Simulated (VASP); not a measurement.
# EuSb (P-6m2) in VASP: notebook

EuSb is run at these levels: PBE; tasks: single point.

All numbers are computed with VASP 6.6.1; they aren't measurements. Logs are shortened: lines on timing, memory, paths and dates and some standing lists are left out, and cuts for length are marked.

**1. The cell of the first run**

Symmetry: P-6m2, No. 187, hexagonal system. Conventional cell: a = 4.179 Å, b = 4.179 Å, c = 4.388 Å, α = 90.00°, β = 90.00°, γ = 120.00°. Eu (site symmetry -6m2) has 6 Sb at 3.26 Å and 8 Eu at 4.18 to 4.39 Å within 4.4 Å. Within 4.4 Å of Sb (site symmetry -6m2) lie 6 Eu at 3.26 Å and 8 Sb at 4.18 to 4.39 Å.

**2. Single point, PBE, collinear spin, antiferromagnetic start (33.19 Å³/atom)**

INCAR reads:

```
PREC = Accurate
ENCUT = 520
EDIFF = 1E-6
ISMEAR = 0
SIGMA = 0.05
LREAL = F
LASPH = T
NELM = 150
ALGO = Normal
ISIF = 2
LWAVE = F
LCHARG = F
ISPIN = 2
MAGMOM = 7.41 -7.41 0 0
LORBIT = 11
LMAXMIX = 6
GGA = PE
NBANDS = 34
```

KPOINTS reads:

```
Automatic mesh
0
Gamma
  10 10 4
```

POSCAR reads:

```
EuSb
1.0
    4.1794740930      0.0000000000      0.0000000000
   -2.0897370465      3.6195307390      0.0000000000
    0.0000000000      0.0000000000      8.7756929558
Eu Sb
2 2
Direct
    1.0000000000      1.0000000000      0.0000000000
    1.0000000000      1.0000000000      0.5000000000
    0.6666666667      0.3333333333      0.2500000000
    0.6666666667      0.3333333333      0.7500000000
```

Potentials or basis: VASP PAW PBE potentials, release 64 (Eu, Sb).

Run with:

```sh
cat potpaw_PBE.64/Eu/POTCAR potpaw_PBE.64/Sb/POTCAR > POTCAR
mpirun -np 1 vasp_std > vasp.out
```

OUTCAR:

```text
PREC = Accurate
   ENCUT = 520
   EDIFF = 1E-6
   ISMEAR = 0
   LREAL = F
   LASPH = T
   NELM = 150
   ISIF = 2
   ISPIN = 2
   LORBIT = 11
   GGA = PE

 ion  position               nearest neighbor table
   1  0.000  0.000  0.000-   3 3.26   4 3.26   3 3.26   4 3.26   3 3.26   4 3.26
   2  0.000  0.000  0.500-   3 3.26   4 3.26   3 3.26   4 3.26   3 3.26   4 3.26
   3  0.667  0.333  0.250-   1 3.26   2 3.26   1 3.26   2 3.26   1 3.26   2 3.26
   4  0.667  0.333  0.750-   1 3.26   2 3.26   1 3.26   2 3.26   1 3.26   2 3.26

  LATTYP: Found a hexagonal cell.
 ALAT       =     4.1794740930
 C/A-ratio  =     2.0997122510

  Lattice vectors:

 A1 = (   4.1794740930,   0.0000000000,   0.0000000000)
 A2 = (  -2.0897370465,   3.6195307390,   0.0000000000)
 A3 = (   0.0000000000,   0.0000000000,   8.7756929558)

Analysis of symmetry for initial positions (statically):
=====================================================================
 Subroutine PRICEL returns following result:

  LATTYP: Found a hexagonal cell.
 ALAT       =     4.1794740930
 C/A-ratio  =     1.0498561255
[... 12 lines left out ...]
 Subroutine GETGRP returns: Found 12 space group operations
 (whereof 12 operations were pure point group operations)
 out of a pool of 24 trial point group operations.

The static configuration has the point symmetry D_3h.

Analysis of symmetry for dynamics (positions and initial velocities):
=====================================================================
 Subroutine PRICEL returns following result:

  LATTYP: Found a hexagonal cell.
 ALAT       =     4.1794740930
 C/A-ratio  =     1.0498561255
[... 12 lines left out ...]
 Subroutine GETGRP returns: Found 12 space group operations
 (whereof 12 operations were pure point group operations)
 out of a pool of 24 trial point group operations.

The dynamic configuration has the point symmetry D_3h.

Analysis of structural, dynamic, and magnetic symmetry:
=====================================================================
 Subroutine PRICEL returns following result:

  LATTYP: Found a hexagonal cell.
 ALAT       =     4.1794740930
 C/A-ratio  =     1.0498561255
[... 12 lines left out ...]
 Subroutine GETGRP returns: Found 12 space group operations
 (whereof 12 operations were pure point group operations)
 out of a pool of 24 trial point group operations.

The overall configuration has the point symmetry D_3h.

 Subroutine INISYM returns: Found 12 space group operations
 (whereof 12 operations are pure point group operations),
 and found     2 'primitive' translations

----------------------------------------------------------------------------------------

                                     Primitive cell

  volume of cell :      66.3782

  direct lattice vectors                    reciprocal lattice vectors
     4.179474093  0.000000000  0.000000000     0.239264553  0.138139454  0.000000000
    -2.089737046  3.619530739  0.000000000     0.000000000  0.276278908  0.000000000
     0.000000000  0.000000000  4.387846478     0.000000000  0.000000000  0.227902231

  length of vectors
     4.179474093  4.179474093  4.387846478     0.276278908  0.276278908  0.227902231

  position of ions in fractional coordinates (direct lattice)
     0.000000000  0.000000000  0.000000000
     0.666666667  0.333333333  0.500000000

  ion indices of the primitive-cell ions
   primitive index   ion index
                 1           1
                 2           3

----------------------------------------------------------------------------------------

 KPOINTS: Automatic mesh

Automatic generation of k-mesh.
 Grid dimensions read from file:
 generate k-points for:   10   10    4

 Generating k-lattice:

  Cartesian coordinates                     Fractional coordinates (reciprocal lattice)
     0.023926455  0.013813945  0.000000000     0.100000000  0.000000000  0.000000000
     0.000000000  0.027627891  0.000000000     0.000000000  0.100000000  0.000000000
     0.000000000  0.000000000  0.028487779     0.000000000  0.000000000  0.250000000

  Length of vectors
     0.027627891  0.027627891  0.028487779

  Shift w.r.t. Gamma in fractional coordinates (k-lattice)
     0.000000000  0.000000000  0.000000000

 Subroutine IBZKPT returns following result:
 ===========================================

 Found     42 irreducible k-points:

 Following reciprocal coordinates:
            Coordinates               Weight
  0.000000  0.000000  0.000000      1.000000
  0.100000 -0.000000  0.000000      6.000000
  0.200000 -0.000000  0.000000      6.000000
  0.300000 -0.000000  0.000000      6.000000
  0.400000  0.000000  0.000000      6.000000
  0.500000 -0.000000  0.000000      3.000000
[... 16 lines left out ...]
  0.300000  0.100000  0.250000     24.000000
  0.400000  0.100000  0.250000     24.000000
 [... further k-points ...]
   k-points           NKPTS =     42   k-points in BZ     NKDIM =     42   number of bands    NBANDS=     34
   number of dos      NEDOS =    301   number of ions     NIONS =      4
   total plane-waves  NPLWV =  71680
   dimension x,y,z NGX =    32 NGY =   32 NGZ =   70
   dimension x,y,z NGXF=    64 NGYF=   64 NGZF=  140
   ions per type =               2   2
   NGX,Y,Z   is equivalent  to a cutoff of  12.73, 12.73, 13.26 a.u.
   NGXF,Y,Z  is equivalent  to a cutoff of  25.46, 25.46, 26.52 a.u.
 SYSTEM =  unknown system
   PREC   = accura    normal or accurate (medium, high low for compatibility)
   ISTART =      0    job   : 0-new  1-cont  2-samecut
   ICHARG =      2    charge: 1-file 2-atom 10-const
   ISPIN  =      2    spin polarized calculation?
   LNONCOLLINEAR =      F non collinear calculations
   LSORBIT =      F    spin-orbit coupling
   LASPH  =      T    aspherical Exc in radial PAW
   ENCUT  =  520.0 eV  38.22 Ry    6.18 a.u.   7.77  7.77 16.32*2*pi/ulx,y,z
   NELM   =    150;   NELMIN=  2; NELMDL= -5     # of ELM steps
   EDIFF  = 0.1E-05   stopping-criterion for ELM
   LREAL  =      F    real-space projection
   EDIFFG = 0.1E-04   stopping-criterion for IOM
   NSW    =      0    number of steps for IOM
   IBRION =     -1    ionic relax: 0-MD 1-quasi-New 2-CG
   NFREE  =      0    steps in history (QN), initial steepest desc. (CG)
   ISIF   =      2    stress and relaxation
   ISYM   =      2    0-nonsym 1-usesym 2-fastsym
   POTIM  = 0.5000    time-step for ionic-motion
   TEBEG  =    0.0;   TEEND  =   0.0 temperature during run
   PSTRESS=    0.0 pullay stress
   NELECT =      44.0000    total number of electrons
   NUPDOWN=      -1.0000    fix difference up-down
   EMIN   =  10.00;   EMAX   =-10.00  energy-range for DOS
   EFERMI =   0.00;   METHOD = LEGACY
   ISMEAR =     0;   SIGMA  =   0.05  broadening in eV -4-tet -1-fermi 0-gaus
   EFERMI_NEDOS =   21; number of points for ismear=-14 and -15
   IALGO  =     38    algorithm
   IMIX   =      4    mixing-type and parameters
     AMIX     =   0.40;   BMIX     =  1.00
     AMIX_MAG =   1.60;   BMIX_MAG =  1.00
  volume/ion in A,a.u.               =      33.19       223.97
  Fermi-wavevector in a.u.,A,eV,Ry     =   1.132941  2.140948 17.463829  1.283555
  Thomas-Fermi vector in A             =   2.269643
   LORBIT       =     11    0 simple, 1 ext, 2 COOP (PROOUT), +10 PAW based schemes
   GGA     = PE    functional components
   LHFCALC =     F    Hartree Fock is set to
   AEXX    =    0.0000 exact exchange contribution
   IVDW    =     0    specifies the selected vdW correction
   LEPSILON=     F    determine dielectric tensor
   LRPA    =     F    only Hartree local field effects (RPA)
 spin polarized calculation
 Gauss-broadening in eV      SIGMA  =   0.05
  energy-cutoff  :      520.00
  volume of cell :      132.76
 maximum number of plane-waves:      3591
 NGX is ok and might be reduce to    32
   NGX = 15   NGY = 15   NGZ = 33

 number of electron      43.9999998 magnetization       0.0000000

 number of electron      43.9999998 magnetization      -0.0000000

 Free energy of the ion-electron system (eV)
  ---------------------------------------------------
  ext. energy  EPLUGINS =         0.00000000
  ---------------------------------------------------
  free energy    TOTEN  =       -34.25649079 eV

  energy without entropy =      -34.24803519  energy(sigma->0) =      -34.25226299

 E-fermi :   4.0656     XC(G=0):  -9.4200

 val. band max:        4.0595598481   @ k =   0.2000   0.1000   0.2500
 cond. band min:       4.1029305700   @ k =   0.1000  -0.0000   0.5000
 fundamental gap:      0.0433707219
 Fermi energy:         4.0656050825

 spin component 1

 k-point     1 :       0.0000    0.0000    0.0000
  band No.  band energies     occupation
      1     -37.1931      1.00000
      2     -34.1448      1.00000
      3     -15.9175      1.00000
      4     -15.8729      1.00000
      5     -15.8729      1.00000
      6     -13.7502      1.00000
[... 877 lines left out ...]
     33       8.5677      0.00000
     34       8.5889      0.00000

 [... further k-points ...]

 spin component 2

 k-point     1 :       0.0000    0.0000    0.0000
  band No.  band energies     occupation
      1     -37.1931      1.00000
      2     -34.1448      1.00000
      3     -15.9175      1.00000
      4     -15.8729      1.00000
      5     -15.8729      1.00000
      6     -13.7502      1.00000
[... 877 lines left out ...]
     33       8.5655      0.00000
     34       8.5876      0.00000

 [... further k-points ...]
[... 5 lines left out ...]
  --------------------------------------------------------------------------------------
  -------------------------------------------------------------------------------------
  Total        0.5243782      0.5243782      0.4238550      0.0000000      0.0000000      0.0000000
  in kB        6.3284868      6.3284868      5.1153167      0.0000000      0.0000000      0.0000000
  external PRESSURE =       5.9240968 kB  Pullay stress =       0.0000000 kB

 VOLUME and BASIS-vectors are now :
 -----------------------------------------------------------------------------
  energy-cutoff  :      520.00
  volume of cell :      132.76
      direct lattice vectors                 reciprocal lattice vectors
     4.179474093  0.000000000  0.000000000     0.239264553  0.138139454  0.000000000
    -2.089737046  3.619530739  0.000000000     0.000000000  0.276278908  0.000000000
     0.000000000  0.000000000  8.775692956     0.000000000  0.000000000  0.113951115

 POSITION                                       TOTAL-FORCE (eV/Angst)
 -----------------------------------------------------------------------------------
      0.00000      0.00000      0.00000         0.000000     -0.000000      0.000000
      0.00000      0.00000      4.38785        -0.000000     -0.000000      0.000000
      2.08974      1.20651      2.19392        -0.000000      0.000000      0.000000
      2.08974      1.20651      6.58177        -0.000000      0.000000      0.000000
 -----------------------------------------------------------------------------------
    total drift:                               -0.000000      0.000000     -0.000000

  FREE ENERGIE OF THE ION-ELECTRON SYSTEM (eV)
  ---------------------------------------------------
  free  energy   TOTEN  =       -34.2564907933 eV

  energy  without entropy=      -34.2480351939  energy(sigma->0) =      -34.25226299

 total charge

# of ion       s       p       d       f       tot
--------------------------------------------------
    1        2.044   5.738   0.364   6.563  14.709
    2        2.044   5.738   0.364   6.563  14.709
    3        1.145   1.329   0.011   0.000   2.485
    4        1.145   1.329   0.011   0.000   2.485
--------------------------------------------------
tot          6.379  14.132   0.750  13.127  34.388

 magnetization (x)

# of ion       s       p       d       f       tot
--------------------------------------------------
    1       -0.008  -0.106   0.094   6.537   6.517
    2        0.008   0.106  -0.094  -6.537  -6.517
    3        0.000   0.000   0.000   0.000   0.000
    4        0.000   0.000   0.000   0.000   0.000
--------------------------------------------------
tot          0.000   0.000   0.000  -0.000  -0.000
```

Wall time 23 min (1 thread of Intel Xeon 8259CL, shared host); peak memory 0.52 GiB.

Results:

* Free energy: -34.2565 eV
* Pressure: 0.6 GPa
* Band gap on the k mesh: zero (filled and empty bands overlap)
* Net moment: 0.00 μB per cell
* Site moments: Eu +6.52, -6.52; Sb +0.00 μB
* Valence electrons inside the program's atomic spheres: Eu 14.71; Sb 2.48

Caveat: the antiferromagnetic order is the one typed at the start, and another may lie lower; spin-orbit coupling is left out, which moves the levels of the heavy elements; semilocal functionals describe open f shells poorly, which spoils levels, moments and volumes. The state reached can hang on the start; a lower one may exist.

**3. Single point, PBE, collinear spin, antiferromagnetic start (36.24 Å³/atom)**

This run uses another cell than the first one, of 36.24 Å³/atom.

INCAR reads:

```
SYSTEM = EuSb
  PREC = Accurate
  ENCUT = 520
  EDIFF = 1E-6
  ISMEAR = 0
  SIGMA = 0.05
  LREAL = .False.
  LASPH = .True.
  NELM = 150
  ALGO = Normal
  ISIF = 2
  LWAVE = .False.
  LCHARG = .False.
  ISPIN = 2
  MAGMOM = 7.42 -7.42 0 0
  LORBIT = 11
  LMAXMIX = 6
  GGA = PE
  NBANDS = 34
```

KPOINTS reads:

```
Automatic mesh
0
Gamma
  10 10 4
  0 0 0
```

POSCAR reads:

```
EuSb
1.0
    4.3445673492      0.0000000000      0.0000000000
   -2.1722836746      3.7625056929      0.0000000000
    0.0000000000      0.0000000000      8.8672576731
Eu Sb
2 2
Direct
    1.0000000000      1.0000000000      0.0000000000
    1.0000000000      1.0000000000      0.5000000000
    0.6666666667      0.3333333333      0.2500000000
    0.6666666667      0.3333333333      0.7500000000
```

Potentials or basis: VASP PAW PBE potentials, release 64 (Eu, Sb).

Run with:

```sh
cat potpaw_PBE.64/Eu/POTCAR potpaw_PBE.64/Sb/POTCAR > POTCAR
mpirun -np 1 vasp_std > vasp.out
```

Wall time 24 min (1 thread of Intel Xeon 8259CL, shared host); peak memory 0.55 GiB.

It converged, with:

| Property | Result |
| --- | --- |
| Free energy | -34.1970 eV |
| Pressure | -2.2 GPa |
| Band gap on the k mesh | zero (filled and empty bands overlap) |
| Net moment | 0.00 μB per cell |
| Site moments | Eu +6.53, -6.53; Sb +0.00 μB |
| Valence electrons inside the program's atomic spheres | Eu 14.68; Sb 2.46 |

Stress tensor (GPa, compression positive):
```
-2.09  0.00  0.00
 0.00 -2.09  0.00
 0.00  0.00 -2.37
```

Levels at points of the mesh, in eV from the Fermi level:
Spin up:
| k point | band 19 | band 20 | band 21 | band 22 | band 23 | band 24 | band 25 | band 26 |
| --- | --- | --- | --- | --- | --- | --- | --- | --- |
| (0.00, 0.00, 0.00) | 0.20 | 0.20 | 0.29 | 0.52 | 0.70 | 0.70 | 2.51 | 2.51 |
| (0.50, 0.00, 0.00) | -0.31 | -0.29 | -0.25 | -0.16 | 0.42 | 0.88 | 1.42 | 3.60 |
| (0.00, 0.00, 0.50) | -0.23 | 0.34 | 0.34 | 0.55 | 0.55 | 2.15 | 2.83 | 2.83 |
| (0.50, 0.00, 0.50) | -0.31 | -0.29 | -0.25 | -0.17 | 0.12 | 1.20 | 1.71 | 3.02 |
Spin down:
| k point | band 18 | band 19 | band 20 | band 21 | band 22 | band 23 | band 24 | band 25 | band 26 | band 27 |
| --- | --- | --- | --- | --- | --- | --- | --- | --- | --- | --- |
| (0.00, 0.00, 0.00) | -0.23 | 0.20 | 0.20 | 0.29 | 0.52 | 0.70 | 0.70 | 2.51 | 2.51 | 2.97 |
| (0.50, 0.00, 0.00) | -0.31 | -0.31 | -0.29 | -0.25 | -0.16 | 0.42 | 0.88 | 1.42 | 3.60 | 3.84 |
| (0.00, 0.00, 0.50) | -0.33 | -0.23 | 0.34 | 0.34 | 0.55 | 0.55 | 2.15 | 2.83 | 2.83 | 2.87 |
| (0.50, 0.00, 0.50) | -0.31 | -0.31 | -0.29 | -0.25 | -0.17 | 0.12 | 1.20 | 1.71 | 3.02 | 3.26 |

Caveat: the antiferromagnetic order is the one typed at the start, and another may lie lower; spin-orbit coupling is left out, which moves the levels of the heavy elements; semilocal functionals describe open f shells poorly, which spoils levels, moments and volumes. The state reached can hang on the start; a lower one may exist.

The gap in the log of VASP goes by the Fermi energy; the results here count the filled bands.